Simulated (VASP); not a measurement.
# RbCaH3 (Cmmm) in VASP: a series of runs

Runs on RbCaH3. Level: LDA. Tasks: single point.

All numbers are computed with VASP 6.6.1; they aren't measurements. Logs are shortened: lines on timing, memory, paths and dates and some standing lists are left out, and cuts for length are marked.

## (1) The cell of the first run

The structure is orthorhombic, space group Cmmm (No. 65). Conventional cell: a = 6.238 Å, b = 6.623 Å, c = 4.547 Å, α = 90.00°, β = 90.00°, γ = 90.00°. Rb (site symmetry mmm) has 12 H at 3.12 to 3.31 Å and 8 Ca at 3.86 to 4.02 Å within 4.1 Å. Within 3.0 Å of Ca (site symmetry mmm) lie 6 H at 2.27 Å. H (site symmetry mmm) has 2 Ca at 2.27 Å and 4 Rb at 3.12 to 3.31 Å and 8 H at 3.22 Å within 3.4 Å. Within 3.4 Å of H (site symmetry 2/m) lie 2 Ca at 2.27 Å and 8 H at 3.12 to 3.31 Å and 4 Rb at 3.22 Å.

## (2) Single point, LDA (strain -0.0600 x Voigt [0, 0, 0, 1, 0, 0])

INCAR

```
SYSTEM = RbCaH3
  ALGO = Normal
  EDIFF = 1E-7
  ENCUT = 520
  GGA = CA
  ISIF = 2
  ISMEAR = 0
  LASPH = .True.
  LCHARG = .False.
  LREAL = .False.
  LWAVE = .False.
  NBANDS = 19
  NELM = 80
  PREC = Accurate
  SIGMA = 0.05
```

KPOINTS

```
k-points
0
Gamma
  6 6 6
  0 0 0
```

POSCAR

```
RbCaH3
1.0
    4.5470000000      0.0000000000      0.0000000000
    0.0000000000      4.5470000000     -0.1364100000
    0.0000000000     -0.1364100000      4.5470000000
Rb Ca H
1 1 3
Direct
    0.0000000000      0.0000000000      0.0000000000
    0.5000000000      0.5000000000      0.5000000000
    0.0000000000      0.5000000000      0.5000000000
    0.5000000000      0.0000000000      0.5000000000
    0.5000000000      0.5000000000      0.0000000000
```

Potentials or basis: VASP PAW LDA potentials, release 64 (Rb_sv, Ca_sv, H).

Run with:

```
$ cat potpaw_LDA.64/Rb_sv/POTCAR potpaw_LDA.64/Ca_sv/POTCAR potpaw_LDA.64/H/POTCAR > POTCAR
$ mpirun -np 1 vasp_std > vasp.out
```

OUTCAR:

```text
SYSTEM = RbCaH3
   EDIFF = 1E-7
   ENCUT = 520
   GGA = CA
   ISIF = 2
   ISMEAR = 0
   LASPH = .True.
   LREAL = .False.
   NELM = 80
   PREC = Accurate

 ion  position               nearest neighbor table
   1  0.000  0.000  0.000-   3 3.12   3 3.12   5 3.22   4 3.22   5 3.22   4 3.22   4 3.22   5 3.22
                             4 3.22   5 3.22   3 3.31   3 3.31   2 3.86   2 3.86   2 3.86   2 3.86
   2  0.500  0.500  0.500-   1 3.86   1 3.86   1 3.86   1 3.86   1 4.02   1 4.02   1 4.02   1 4.02

   3  0.000  0.500  0.500-   1 3.12   1 3.12   1 3.31   1 3.31
   4  0.500  0.000  0.500-   1 3.22   1 3.22   1 3.22   1 3.22
   5  0.500  0.500  0.000-   1 3.22   1 3.22   1 3.22   1 3.22

  LATTYP: Found a base centered orthorhombic cell.
 ALAT       =     6.2375161961
 B/A-ratio  =     1.0618556701
 C/A-ratio  =     0.7289760631

  Lattice vectors:

 A1 = (   0.0000000000,   4.5470000000,  -0.1364100000)
 A2 = (   0.0000000000,  -0.1364100000,   4.5470000000)
 A3 = (   4.5470000000,   0.0000000000,   0.0000000000)

Analysis of symmetry for initial positions (statically):
=====================================================================
 Subroutine PRICEL returns:
 Original cell was already a primitive cell.

 Routine SETGRP: Setting up the symmetry group for a
 base centered orthorhombic supercell.

 Subroutine GETGRP returns: Found  8 space group operations
 (whereof  8 operations were pure point group operations)
 out of a pool of  8 trial point group operations.

The static configuration has the point symmetry D_2h.

Analysis of symmetry for dynamics (positions and initial velocities):
=====================================================================
 Subroutine PRICEL returns:
 Original cell was already a primitive cell.

 Routine SETGRP: Setting up the symmetry group for a
 base centered orthorhombic supercell.

 Subroutine GETGRP returns: Found  8 space group operations
 (whereof  8 operations were pure point group operations)
 out of a pool of  8 trial point group operations.

The dynamic configuration has the point symmetry D_2h.

 Subroutine INISYM returns: Found  8 space group operations
 (whereof  8 operations are pure point group operations),
 and found     1 'primitive' translations

----------------------------------------------------------------------------------------

                                     Primitive cell

  volume of cell :      93.9256

  direct lattice vectors                    reciprocal lattice vectors
     4.547000000  0.000000000  0.000000000     0.219925225  0.000000000  0.000000000
     0.000000000  4.547000000 -0.136410000     0.000000000  0.220123336  0.006603700
     0.000000000 -0.136410000  4.547000000     0.000000000  0.006603700  0.220123336

  length of vectors
     4.547000000  4.549045690  4.549045690     0.219925225  0.220222370  0.220222370

  position of ions in fractional coordinates (direct lattice)
     0.000000000  0.000000000  0.000000000
     0.500000000  0.500000000  0.500000000
     0.000000000  0.500000000  0.500000000
     0.500000000  0.000000000  0.500000000
     0.500000000  0.500000000  0.000000000

  ion indices of the primitive-cell ions
   primitive index   ion index
                 1           1
                 2           2
                 3           3
                 4           4
                 5           5

----------------------------------------------------------------------------------------

 KPOINTS: k-points

Automatic generation of k-mesh.
 Grid dimensions read from file:
 generate k-points for:    6    6    6

 Generating k-lattice:

  Cartesian coordinates                     Fractional coordinates (reciprocal lattice)
     0.036654204  0.000000000  0.000000000     0.166666667  0.000000000  0.000000000
     0.000000000  0.036687223  0.001100617     0.000000000  0.166666667 -0.000000000
     0.000000000  0.001100617  0.036687223     0.000000000 -0.000000000  0.166666667

  Length of vectors
     0.036654204  0.036703728  0.036703728

  Shift w.r.t. Gamma in fractional coordinates (k-lattice)
     0.000000000  0.000000000  0.000000000

 Subroutine IBZKPT returns following result:
 ===========================================

 Found     52 irreducible k-points:

 Following reciprocal coordinates:
            Coordinates               Weight
  0.000000  0.000000  0.000000      1.000000
  0.166667  0.000000  0.000000      2.000000
  0.333333  0.000000  0.000000      2.000000
  0.500000  0.000000  0.000000      1.000000
  0.000000  0.166667 -0.000000      4.000000
  0.166667  0.166667 -0.000000      8.000000
[... 16 lines left out ...]
  0.333333  0.333333  0.166667      8.000000
  0.500000  0.333333  0.166667      4.000000
 [... further k-points ...]
   k-points           NKPTS =     52   k-points in BZ     NKDIM =     52   number of bands    NBANDS=     19
   number of dos      NEDOS =    301   number of ions     NIONS =      5
   total plane-waves  NPLWV =  46656
   dimension x,y,z NGX =    36 NGY =   36 NGZ =   36
   dimension x,y,z NGXF=    72 NGYF=   72 NGZF=   72
   ions per type =               1   1   3
   NGX,Y,Z   is equivalent  to a cutoff of  13.16, 13.16, 13.16 a.u.
   NGXF,Y,Z  is equivalent  to a cutoff of  26.32, 26.31, 26.31 a.u.
 SYSTEM =  RbCaH3
   PREC   = accura    normal or accurate (medium, high low for compatibility)
   ISTART =      0    job   : 0-new  1-cont  2-samecut
   ICHARG =      2    charge: 1-file 2-atom 10-const
   ISPIN  =      1    spin polarized calculation?
   LNONCOLLINEAR =      F non collinear calculations
   LSORBIT =      F    spin-orbit coupling
   LASPH  =      T    aspherical Exc in radial PAW
   ENCUT  =  520.0 eV  38.22 Ry    6.18 a.u.   8.45  8.46  8.46*2*pi/ulx,y,z
   NELM   =     80;   NELMIN=  2; NELMDL= -5     # of ELM steps
   EDIFF  = 0.1E-06   stopping-criterion for ELM
   LREAL  =      F    real-space projection
   EDIFFG = 0.1E-05   stopping-criterion for IOM
   NSW    =      0    number of steps for IOM
   IBRION =     -1    ionic relax: 0-MD 1-quasi-New 2-CG
   NFREE  =      0    steps in history (QN), initial steepest desc. (CG)
   ISIF   =      2    stress and relaxation
   ISYM   =      2    0-nonsym 1-usesym 2-fastsym
   POTIM  = 0.5000    time-step for ionic-motion
   TEBEG  =    0.0;   TEEND  =   0.0 temperature during run
   PSTRESS=    0.0 pullay stress
   NELECT =      22.0000    total number of electrons
   NUPDOWN=      -1.0000    fix difference up-down
   EMIN   =  10.00;   EMAX   =-10.00  energy-range for DOS
   EFERMI =   0.00;   METHOD = LEGACY
   ISMEAR =     0;   SIGMA  =   0.05  broadening in eV -4-tet -1-fermi 0-gaus
   EFERMI_NEDOS =   21; number of points for ismear=-14 and -15
   IALGO  =     38    algorithm
   IMIX   =      4    mixing-type and parameters
     AMIX     =   0.40;   BMIX     =  1.00
     AMIX_MAG =   1.60;   BMIX_MAG =  1.00
  volume/ion in A,a.u.               =      18.79       126.77
  Fermi-wavevector in a.u.,A,eV,Ry     =   1.009147  1.907011 13.855870  1.018378
  Thomas-Fermi vector in A             =   2.142057
   LORBIT       =      0    0 simple, 1 ext, 2 COOP (PROOUT), +10 PAW based schemes
   GGA     = CA    functional components
   LHFCALC =     F    Hartree Fock is set to
   AEXX    =    0.0000 exact exchange contribution
   IVDW    =     0    specifies the selected vdW correction
   LEPSILON=     F    determine dielectric tensor
   LRPA    =     F    only Hartree local field effects (RPA)
 non-spin polarized calculation
 Gauss-broadening in eV      SIGMA  =   0.05
  energy-cutoff  :      520.00
  volume of cell :       93.93
 maximum number of plane-waves:      2563
 NGX is ok and might be reduce to    36
   NGX = 17   NGY = 17   NGZ = 17

 number of electron      22.0000000 magnetization

 Free energy of the ion-electron system (eV)
  ---------------------------------------------------
  ext. energy  EPLUGINS =         0.00000000
  ---------------------------------------------------
  free energy    TOTEN  =       -15.79447020 eV

  energy without entropy =      -15.79447020  energy(sigma->0) =      -15.79447020

 E-fermi :  -1.0345     XC(G=0):  -8.2031

 val. band max:       -1.2809590877   @ k =   0.0000   0.5000   0.5000
 cond. band min:       1.4829571296   @ k =   0.0000   0.5000   0.5000
 fundamental gap:      2.7639162173
 Fermi energy:        -1.0345020037

 k-point     1 :       0.0000    0.0000    0.0000
  band No.  band energies     occupation
      1     -39.5601      2.00000
      2     -26.6192      2.00000
      3     -20.8964      2.00000
      4     -20.8767      2.00000
      5     -20.8556      2.00000
      6     -10.7578      2.00000
[... 11 lines left out ...]
     18       5.8740      0.00000
     19       5.9063      0.00000

 k-point     2 :       0.1667    0.0000    0.0000
  band No.  band energies     occupation
      1     -39.5598      2.00000
      2     -26.6178      2.00000
      3     -20.8959      2.00000
      4     -20.8843      2.00000
      5     -20.8552      2.00000
      6     -10.8005      2.00000
[... 11 lines left out ...]
     18       5.5301      0.00000
     19       6.3509      0.00000

 k-point     3 :       0.3333    0.0000    0.0000
  band No.  band energies     occupation
      1     -39.5593      2.00000
      2     -26.6148      2.00000
      3     -20.8996      2.00000
      4     -20.8950      2.00000
      5     -20.8545      2.00000
      6     -10.9031      2.00000
[... 11 lines left out ...]
     18       5.0896      0.00000
     19       5.9868      0.00000

 k-point     4 :       0.5000    0.0000    0.0000
  band No.  band energies     occupation
      1     -39.5591      2.00000
      2     -26.6133      2.00000
      3     -20.9072      2.00000
      4     -20.8945      2.00000
      5     -20.8540      2.00000
      6     -10.9525      2.00000
[... 11 lines left out ...]
     18       4.9054      0.00000
     19       4.9326      0.00000

 k-point     5 :       0.0000    0.1667   -0.0000
  band No.  band energies     occupation
      1     -39.5598      2.00000
      2     -26.6178      2.00000
      3     -20.9001      2.00000
      4     -20.8762      2.00000
      5     -20.8591      2.00000
      6     -10.8007      2.00000
[... 11 lines left out ...]
     18       5.5974      0.00000
     19       6.3070      0.00000

 k-point     6 :       0.1667    0.1667   -0.0000
  band No.  band energies     occupation
      1     -39.5596      2.00000
      2     -26.6163      2.00000
      3     -20.8997      2.00000
      4     -20.8840      2.00000
      5     -20.8588      2.00000
      6     -10.8029      2.00000
[... 11 lines left out ...]
     18       5.6451      0.00000
     19       6.4424      0.00000

 k-point     7 :       0.3333    0.1667   -0.0000
  band No.  band energies     occupation
      1     -39.5591      2.00000
      2     -26.6132      2.00000
      3     -20.8996      2.00000
      4     -20.8988      2.00000
      5     -20.8580      2.00000
      6     -10.8927      2.00000
[... 11 lines left out ...]
     18       5.6880      0.00000
     19       6.2978      0.00000

 k-point     8 :       0.5000    0.1667   -0.0000
  band No.  band energies     occupation
      1     -39.5588      2.00000
      2     -26.6117      2.00000
      3     -20.9072      2.00000
      4     -20.8986      2.00000
      5     -20.8576      2.00000
      6     -10.9393      2.00000
[... 256 lines left out ...]
 k-point    20 :       0.5000    0.1667    0.1667
  band No.  band energies     occupation
      1     -39.5586      2.00000
      2     -26.6101      2.00000
      3     -20.9072      2.00000
      4     -20.9020      2.00000
      5     -20.8620      2.00000
      6     -10.9265      2.00000
[... 11 lines left out ...]
     18       5.8457      0.00000
     19       5.8633      0.00000

 k-point    21 :       0.0000    0.3333    0.1667
  band No.  band energies     occupation
      1     -39.5591      2.00000
      2     -26.6133      2.00000
      3     -20.9111      2.00000
      4     -20.8750      2.00000
      5     -20.8700      2.00000
      6     -10.8950      2.00000
[... 11 lines left out ...]
     18       5.6086      0.00000
     19       6.2888      0.00000

 k-point    22 :       0.1667    0.3333    0.1667
  band No.  band energies     occupation
      1     -39.5588      2.00000
      2     -26.6117      2.00000
      3     -20.9110      2.00000
      4     -20.8830      2.00000
      5     -20.8695      2.00000
      6     -10.8849      2.00000
[... 11 lines left out ...]
     18       5.7254      0.00000
     19       6.4874      0.00000

 k-point    23 :       0.3333    0.3333    0.1667
  band No.  band energies     occupation
      1     -39.5584      2.00000
      2     -26.6085      2.00000
      3     -20.9108      2.00000
      4     -20.8990      2.00000
      5     -20.8687      2.00000
      6     -10.8693      2.00000
[... 11 lines left out ...]
     18       6.3859      0.00000
     19       6.7006      0.00000

 k-point    24 :       0.5000    0.3333    0.1667
  band No.  band energies     occupation
      1     -39.5581      2.00000
      2     -26.6069      2.00000
      3     -20.9107      2.00000
      4     -20.9069      2.00000
      5     -20.8682      2.00000
      6     -10.9035      2.00000
[... 11 lines left out ...]
     18       6.4040      0.00000
     19       6.5684      0.00000

 [... further k-points ...]

------------------------ aborting loop because EDIFF is reached ----------------------------------------

  FORCE on cell =-STRESS in cart. coord.  units (eV):
  Direction    XX          YY          ZZ          XY          YZ          ZX
  --------------------------------------------------------------------------------------
  -------------------------------------------------------------------------------------
  Total       -1.3812140     -1.3808574     -1.3808574      0.0000000      0.6008170      0.0000000
  in kB      -23.5606749    -23.5545917    -23.5545917      0.0000000     10.2487050      0.0000000
  external PRESSURE =     -23.5566194 kB  Pullay stress =       0.0000000 kB

 VOLUME and BASIS-vectors are now :
 -----------------------------------------------------------------------------
  energy-cutoff  :      520.00
  volume of cell :       93.93
      direct lattice vectors                 reciprocal lattice vectors
     4.547000000  0.000000000  0.000000000     0.219925225  0.000000000  0.000000000
     0.000000000  4.547000000 -0.136410000     0.000000000  0.220123336  0.006603700
     0.000000000 -0.136410000  4.547000000     0.000000000  0.006603700  0.220123336

 POSITION                                       TOTAL-FORCE (eV/Angst)
 -----------------------------------------------------------------------------------
      0.00000      0.00000      0.00000         0.000000     -0.000000     -0.000000
      2.27350      2.20530      2.20530         0.000000      0.000000     -0.000000
      0.00000      2.20530      2.20530         0.000000     -0.000000      0.000000
      2.27350     -0.06821      2.27350         0.000000     -0.000000     -0.000000
      2.27350      2.27350     -0.06821         0.000000     -0.000000     -0.000000
 -----------------------------------------------------------------------------------
    total drift:                                0.000000      0.000000      0.000000

  FREE ENERGIE OF THE ION-ELECTRON SYSTEM (eV)
  ---------------------------------------------------
  free  energy   TOTEN  =       -15.7944702015 eV

  energy  without entropy=      -15.7944702015  energy(sigma->0) =      -15.79447020
```

Run time: 42 s. Hardware: 1 thread of AMD EPYC 9R45 (Zen 5), shared host; peak memory 0.21 GiB.

Results:

| Item | Value |
| --- | --- |
| Free energy | -15.7945 eV |
| Pressure | -2.4 GPa |
| Band gap on the k mesh | 2.76 eV |

Stress tensor (GPa, compression positive):
```
-2.36  0.00  0.00
 0.00 -2.36  1.02
 0.00  1.02 -2.36
```

Levels at points of the mesh, in eV from the valence-band top:
| k point | band 9 | band 10 | band 11 | band 12 | band 13 | band 14 |
| --- | --- | --- | --- | --- | --- | --- |
| (0.00, 0.00, 0.00) | -2.96 | -0.54 | -0.51 | 5.61 | 5.67 | 5.86 |
| (0.50, 0.00, 0.00) | -1.67 | -0.89 | -0.26 | 5.25 | 5.27 | 5.54 |
| (0.00, 0.50, 0.00) | -1.67 | -0.88 | -0.28 | 5.26 | 5.26 | 5.48 |
| (0.50, 0.50, 0.00) | -1.31 | -0.15 | -0.15 | 2.78 | 4.64 | 4.66 |
| (0.00, 0.50, 0.50) | -1.33 | -0.29 | 0.00 | 2.76 | 4.65 | 4.68 |
| (0.50, 0.50, 0.50) | -0.48 | -0.36 | -0.20 | 3.95 | 4.06 | 4.19 |

Caveat: the cell differs from its parent crystal (strain -0.0600 x Voigt [0, 0, 0, 1, 0, 0]).

(Part 1 of 2 ends here.)
